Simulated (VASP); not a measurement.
# Gd (Fm-3m) in VASP: notebook

Gd is run at these levels: PBE; tasks: single point.

All numbers are computed with VASP 6.6.1; they aren't measurements. Logs are shortened: lines on timing, memory, paths and dates and some standing lists are left out, and cuts for length are marked.

## (1) The cell of the first run

It takes space group Fm-3m (No. 225, cubic). The conventional cell has a = 4.912 Å, b = 4.912 Å, c = 4.912 Å, α = 90.00°, β = 90.00°, γ = 90.00°. Gd (site symmetry m-3m) has 12 Gd at 3.47 Å within 4.6 Å.

## (2) Single point, PBE, collinear spin, ferromagnetic start (volume scaled by 0.9)

Input file INCAR:

```
SYSTEM = Gd
PREC     = Accurate       ! precision mode
ENCUT    = 520            ! plane-wave cutoff, eV
EDIFF    = 1E-6           ! SCF threshold, eV
ISMEAR   = -1             ! smearing method
SIGMA    = 0.05           ! smearing width, eV
LREAL    = .FALSE.        ! projectors in reciprocal space
LASPH    = .TRUE.         ! aspherical terms in the spheres
NELM     = 150            ! most SCF steps
ALGO     = Normal         ! electronic algorithm
ISIF     = 2              ! what is computed and relaxed
LWAVE    = .FALSE.        ! write WAVECAR
LCHARG   = .FALSE.        ! write CHGCAR
ISPIN    = 2              ! spin polarisation
MAGMOM   = 7              ! initial moments
LORBIT   = 11             ! projections on sites
LMAXMIX  = 6              ! l up to which the mixer works
GGA      = PE             ! functional
NBANDS   = 19             ! bands
```

Input file KPOINTS:

```
regular mesh
0
G
  13 13 13
  0 0 0
```

Input file POSCAR:

```
Gd
1.0
    0.0000000000      2.4558764947      2.4558764947
    2.4558764947      0.0000000000      2.4558764947
    2.4558764947      2.4558764947      0.0000000000
Gd
1
Direct
    0.0000000000      0.0000000000      0.0000000000
```

Potentials or basis: VASP PAW PBE potentials, release 64 (Gd).

Run with:

```console
> cat potpaw_PBE.64/Gd/POTCAR > POTCAR
> mpirun -np 1 vasp_std > vasp.out
```

OUTCAR:

```text
SYSTEM = Gd
   PREC = Accurate
   ENCUT = 520
   EDIFF = 1E-6
   ISMEAR = -1
   LREAL = .FALSE.
   LASPH = .TRUE.
   NELM = 150
   ISIF = 2
   ISPIN = 2
   LORBIT = 11
   GGA = PE

 ion  position               nearest neighbor table
   1  0.000  0.000  0.000-

  LATTYP: Found a face centered cubic cell.
 ALAT       =     4.9117529894

  Lattice vectors:

 A1 = (   0.0000000000,   2.4558764947,   2.4558764947)
 A2 = (   2.4558764947,   0.0000000000,   2.4558764947)
 A3 = (   2.4558764947,   2.4558764947,   0.0000000000)

Analysis of symmetry for initial positions (statically):
=====================================================================
 Subroutine PRICEL returns:
 Original cell was already a primitive cell.

 Routine SETGRP: Setting up the symmetry group for a
 face centered cubic supercell.

 Subroutine GETGRP returns: Found 48 space group operations
 (whereof 48 operations were pure point group operations)
 out of a pool of 48 trial point group operations.

The static configuration has the point symmetry O_h .

Analysis of symmetry for dynamics (positions and initial velocities):
=====================================================================
 Subroutine PRICEL returns:
 Original cell was already a primitive cell.

 Routine SETGRP: Setting up the symmetry group for a
 face centered cubic supercell.

 Subroutine GETGRP returns: Found 48 space group operations
 (whereof 48 operations were pure point group operations)
 out of a pool of 48 trial point group operations.

The dynamic configuration has the point symmetry O_h .

Analysis of structural, dynamic, and magnetic symmetry:
=====================================================================
 Subroutine PRICEL returns:
 Original cell was already a primitive cell.

 Routine SETGRP: Setting up the symmetry group for a
 face centered cubic supercell.

 Subroutine GETGRP returns: Found 48 space group operations
 (whereof 48 operations were pure point group operations)
 out of a pool of 48 trial point group operations.

The overall configuration has the point symmetry O_h .

 Subroutine INISYM returns: Found 48 space group operations
 (whereof 48 operations are pure point group operations),
 and found     1 'primitive' translations

----------------------------------------------------------------------------------------

                                     Primitive cell

  volume of cell :      29.6244

  direct lattice vectors                    reciprocal lattice vectors
     0.000000000  2.455876495  2.455876495    -0.203593300  0.203593300  0.203593300
     2.455876495  0.000000000  2.455876495     0.203593300 -0.203593300  0.203593300
     2.455876495  2.455876495  0.000000000     0.203593300  0.203593300 -0.203593300

  length of vectors
     3.473133846  3.473133846  3.473133846     0.352633940  0.352633940  0.352633940

  position of ions in fractional coordinates (direct lattice)
     0.000000000  0.000000000  0.000000000

  ion indices of the primitive-cell ions
   primitive index   ion index
                 1           1

----------------------------------------------------------------------------------------

 KPOINTS: regular mesh

Automatic generation of k-mesh.
 Grid dimensions read from file:
 generate k-points for:   13   13   13

 Generating k-lattice:

  Cartesian coordinates                     Fractional coordinates (reciprocal lattice)
    -0.015661023  0.015661023  0.015661023     0.076923077  0.000000000  0.000000000
     0.015661023 -0.015661023  0.015661023     0.000000000  0.076923077  0.000000000
     0.015661023  0.015661023 -0.015661023     0.000000000  0.000000000  0.076923077

  Length of vectors
     0.027125688  0.027125688  0.027125688

  Shift w.r.t. Gamma in fractional coordinates (k-lattice)
     0.000000000  0.000000000  0.000000000

 Subroutine IBZKPT returns following result:
 ===========================================

 Found     84 irreducible k-points:

 Following reciprocal coordinates:
            Coordinates               Weight
  0.000000  0.000000  0.000000      1.000000
  0.076923  0.000000  0.000000      8.000000
  0.153846  0.000000  0.000000      8.000000
  0.230769  0.000000  0.000000      8.000000
  0.307692  0.000000  0.000000      8.000000
  0.384615  0.000000  0.000000      8.000000
[... 16 lines left out ...]
  0.384615  0.153846  0.000000     24.000000
  0.461538  0.153846  0.000000     24.000000
 [... further k-points ...]
   k-points           NKPTS =     84   k-points in BZ     NKDIM =     84   number of bands    NBANDS=     19
   number of dos      NEDOS =    301   number of ions     NIONS =      1
   total plane-waves  NPLWV =  21952
   dimension x,y,z NGX =    28 NGY =   28 NGZ =   28
   dimension x,y,z NGXF=    56 NGYF=   56 NGZF=   56
   ions per type =               1
   NGX,Y,Z   is equivalent  to a cutoff of  13.40, 13.40, 13.40 a.u.
   NGXF,Y,Z  is equivalent  to a cutoff of  26.81, 26.81, 26.81 a.u.
 SYSTEM =  Gd
   PREC   = accura    normal or accurate (medium, high low for compatibility)
   ISTART =      0    job   : 0-new  1-cont  2-samecut
   ICHARG =      2    charge: 1-file 2-atom 10-const
   ISPIN  =      2    spin polarized calculation?
   LNONCOLLINEAR =      F non collinear calculations
   LSORBIT =      F    spin-orbit coupling
   LASPH  =      T    aspherical Exc in radial PAW
   ENCUT  =  520.0 eV  38.22 Ry    6.18 a.u.   6.46  6.46  6.46*2*pi/ulx,y,z
   NELM   =    150;   NELMIN=  2; NELMDL= -5     # of ELM steps
   EDIFF  = 0.1E-05   stopping-criterion for ELM
   LREAL  =      F    real-space projection
   EDIFFG = 0.1E-04   stopping-criterion for IOM
   NSW    =      0    number of steps for IOM
   IBRION =     -1    ionic relax: 0-MD 1-quasi-New 2-CG
   NFREE  =      0    steps in history (QN), initial steepest desc. (CG)
   ISIF   =      2    stress and relaxation
   ISYM   =      2    0-nonsym 1-usesym 2-fastsym
   POTIM  = 0.5000    time-step for ionic-motion
   TEBEG  =    0.0;   TEEND  =   0.0 temperature during run
   PSTRESS=    0.0 pullay stress
   NELECT =      18.0000    total number of electrons
   NUPDOWN=      -1.0000    fix difference up-down
   EMIN   =  10.00;   EMAX   =-10.00  energy-range for DOS
   EFERMI =   0.00;   METHOD = LEGACY
   ISMEAR =    -1;   SIGMA  =   0.05  broadening in eV -4-tet -1-fermi 0-gaus
   EFERMI_NEDOS =   21; number of points for ismear=-14 and -15
   IALGO  =     38    algorithm
   IMIX   =      4    mixing-type and parameters
     AMIX     =   0.40;   BMIX     =  1.00
     AMIX_MAG =   1.60;   BMIX_MAG =  1.00
  volume/ion in A,a.u.               =      29.62       199.92
  Fermi-wavevector in a.u.,A,eV,Ry     =   1.386593  2.620282 26.159124  1.922641
  Thomas-Fermi vector in A             =   2.510895
   LORBIT       =     11    0 simple, 1 ext, 2 COOP (PROOUT), +10 PAW based schemes
   GGA     = PE    functional components
   LHFCALC =     F    Hartree Fock is set to
   AEXX    =    0.0000 exact exchange contribution
   IVDW    =     0    specifies the selected vdW correction
   LEPSILON=     F    determine dielectric tensor
   LRPA    =     F    only Hartree local field effects (RPA)
 spin polarized calculation
  energy-cutoff  :      520.00
  volume of cell :       29.62
 maximum number of plane-waves:       821
 NGX is ok and might be reduce to    28
   NGX = 13   NGY = 13   NGZ = 13

 number of electron      18.0000000 magnetization       7.3614627

 Free energy of the ion-electron system (eV)
  ---------------------------------------------------
  ext. energy  EPLUGINS =         0.00000000
  ---------------------------------------------------
  free energy    TOTEN  =       -11.62739001 eV

  energy without entropy =      -11.61114667  energy(sigma->0) =      -11.61926834

 E-fermi :   3.5619     XC(G=0): -10.4834

 val. band max:        3.5549003359   @ k =  -0.4615   0.3077   0.0769
 cond. band min:       3.5667346612   @ k =   0.2308   0.2308   0.0000
 fundamental gap:      0.0118343253
 Fermi energy:         3.5619422705

 spin component 1

 k-point     1 :       0.0000    0.0000    0.0000
  band No.  band energies     occupation
      1     -41.5427      1.00000
      2     -18.4406      1.00000
      3     -18.4406      1.00000
      4     -18.4406      1.00000
      5      -1.6270      1.00000
      6      -1.2071      1.00000
[... 11 lines left out ...]
     18      13.0547      0.00000
     19      16.7396      0.00000

 k-point     2 :       0.0769    0.0000    0.0000
  band No.  band energies     occupation
      1     -41.5370      1.00000
      2     -18.5021      1.00000
      3     -18.4480      1.00000
      4     -18.4480      1.00000
      5      -1.4445      1.00000
      6      -1.2016      1.00000
[... 476 lines left out ...]
 k-point    24 :       0.4615    0.1538    0.0000
  band No.  band energies     occupation
      1     -41.4399      1.00000
      2     -19.3035      1.00000
      3     -18.6808      1.00000
      4     -18.6204      1.00000
      5      -1.1634      1.00000
      6      -1.1265      1.00000
[... 11 lines left out ...]
     18      12.6224      0.00000
     19      14.6021      0.00000

 [... further k-points ...]

 spin component 2

 k-point     1 :       0.0000    0.0000    0.0000
  band No.  band energies     occupation
      1     -38.3665      1.00000
      2     -16.0990      1.00000
      3     -16.0990      1.00000
      4     -16.0990      1.00000
      5      -0.8684      1.00000
      6       3.9298      0.00064
[... 11 lines left out ...]
     18      14.0636      0.00000
     19      17.5025      0.00000

 k-point     2 :       0.0769    0.0000    0.0000
  band No.  band energies     occupation
      1     -38.3593      1.00000
      2     -16.1750      1.00000
      3     -16.1078      1.00000
      4     -16.1078      1.00000
      5      -0.6744      1.00000
      6       3.9100      0.00095
[... 476 lines left out ...]
 k-point    24 :       0.4615    0.1538    0.0000
  band No.  band energies     occupation
      1     -38.2369      1.00000
      2     -17.1450      1.00000
      3     -16.3884      1.00000
      4     -16.3136      1.00000
      5       2.2589      1.00000
      6       3.8166      0.00610
[... 11 lines left out ...]
     18      13.8628      0.00000
     19      15.5584      0.00000

 [... further k-points ...]
[... 5 lines left out ...]
  --------------------------------------------------------------------------------------
  -------------------------------------------------------------------------------------
  Total        0.7615133      0.7615133      0.7615133      0.0000000      0.0000000      0.0000000
  in kB       41.1849494     41.1849494     41.1849494      0.0000000      0.0000000      0.0000000
  external PRESSURE =      41.1849494 kB  Pullay stress =       0.0000000 kB

 VOLUME and BASIS-vectors are now :
 -----------------------------------------------------------------------------
  energy-cutoff  :      520.00
  volume of cell :       29.62
      direct lattice vectors                 reciprocal lattice vectors
     0.000000000  2.455876495  2.455876495    -0.203593300  0.203593300  0.203593300
     2.455876495  0.000000000  2.455876495     0.203593300 -0.203593300  0.203593300
     2.455876495  2.455876495  0.000000000     0.203593300  0.203593300 -0.203593300

 POSITION                                       TOTAL-FORCE (eV/Angst)
 -----------------------------------------------------------------------------------
      0.00000      0.00000      0.00000         0.000000     -0.000000      0.000000
 -----------------------------------------------------------------------------------
    total drift:                               -0.000000     -0.000000     -0.000000

  FREE ENERGIE OF THE ION-ELECTRON SYSTEM (eV)
  ---------------------------------------------------
  free  energy   TOTEN  =       -11.6273900103 eV

  energy  without entropy=      -11.6111466650  energy(sigma->0) =      -11.61926834

 total charge

# of ion       s       p       d       f       tot
--------------------------------------------------
    1        2.080   5.552   0.646   6.982  15.260

 magnetization (x)

# of ion       s       p       d       f       tot
--------------------------------------------------
    1        0.003  -0.059   0.154   6.808   6.907
```

It took 3.8 min on 1 thread of Intel Xeon 6975P-C, shared host; peak memory 0.24 GiB.

Results:

```yaml
Free_energy: -11.6274 eV
Pressure: 4.1 GPa
Net_moment: 7.36 μB per cell
Site_moments: Gd +6.91 μB
Valence_electrons_inside_the_program's_atomic_spheres: Gd 15.26
```

Levels at points of the mesh, in eV from the Fermi level:
Spin up:
```csv
k point,band 11,band 12,band 13,band 14,band 15,band 16
"(0.00, 0.00, 0.00)",-4.54,-4.54,1.45,1.45,1.45,4.01
```
Spin down:
```tsv
k point	band 3	band 4	band 5	band 6	band 7	band 8
(0.00, 0.00, 0.00)	-19.66	-19.66	-4.43	0.37	0.62	0.62
```

Caveat: the cell differs from its parent crystal (volume scaled by 0.9); spin-orbit coupling is left out, which moves the levels of the heavy elements.

## (3) Single point, PBE, collinear spin, ferromagnetic start

This run uses another cell than the first one, of 32.92 Å³/atom, 1.111 times its volume.

Input file INCAR:

```
PREC = Accurate
ENCUT = 520
EDIFF = 1E-7
ISMEAR = -1
SIGMA = 0.05
LREAL = False
LASPH = True
NELM = 150
ALGO = Normal
ISIF = 2
LWAVE = False
LCHARG = False
ISPIN = 2
MAGMOM = 7
LORBIT = 11
LMAXMIX = 6
GGA = PE
NBANDS = 19
```

Input file KPOINTS:

```
regular mesh
0
Gamma
  13 13 13
```

Input file POSCAR:

```
Gd
1.0
    0.0000000000      2.5436597583      2.5436597583
    2.5436597583      0.0000000000      2.5436597583
    2.5436597583      2.5436597583      0.0000000000
Gd
1
Direct
    0.0000000000      0.0000000000      0.0000000000
```

Potentials or basis: VASP PAW PBE potentials, release 64 (Gd).

Run with:

```console
> cat potpaw_PBE.64/Gd/POTCAR > POTCAR
> mpirun -np 1 vasp_std > vasp.out
```

Run time: 3.9 min. Hardware: 1 thread of Intel Xeon 6975P-C, shared host; peak memory 0.24 GiB.

It converged, with:

* Free energy: -11.6674 eV
* Pressure: 0.0 GPa
* Net moment: 7.43 μB per cell
* Site moments: Gd +6.92 μB
* Valence electrons inside the program's atomic spheres: Gd 15.21

Levels at points of the mesh, in eV from the Fermi level:
Spin up:
| k point | band 10 | band 11 | band 12 | band 13 | band 14 | band 15 | band 16 | band 17 |
| --- | --- | --- | --- | --- | --- | --- | --- | --- |
| (0.00, 0.00, 0.00) | -4.74 | -4.74 | -4.74 | 1.35 | 1.35 | 1.35 | 3.61 | 3.61 |
Spin down:
```csv
k point,band 2,band 3,band 4,band 5,band 6,band 7,band 8,band 9
"(0.00, 0.00, 0.00)",-19.96,-19.96,-19.96,-4.33,0.28,0.48,0.48,0.48
```

Caveat: spin-orbit coupling is left out, which moves the levels of the heavy elements. The state reached can hang on the start; a lower one may exist.
